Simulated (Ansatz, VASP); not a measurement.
One calculation of GdN, two programs

```xyz
2
Lattice="0.0000 2.4907 2.4907 2.4907 0.0000 2.4907 2.4907 2.4907 0.0000" Properties=species:S:1:pos:R:3 pbc="T T T"
Gd    2.4907    2.4907    2.4907
N     0.0000    0.0000    0.0000
```

Alike in both runs: task single point; functional PBE; k mesh 12 × 12 × 12; occupations gaussian, width 0.05 eV; non-collinear spin, spin-orbit coupling.

|  | VASP | Ansatz |
| --- | --- | --- |
| version | VASP 6.6.1 | Ansatz 0.2.0 |
| potentials or method | VASP PAW PBE potentials, release 64 (Gd, N), cutoff 520 eV | plane waves, PAW |
| valence electrons in the cell | 23 | 23 |

VASP gave:

* pressure (GPa): 0.3
* net moment per atom (μB): 3.48

Task: Estimate Ansatz's values.

Result: Pressure (GPa): 0.0; net moment per atom (μB): 3.47.

Ansatz's warnings: stress scf threshold loose.
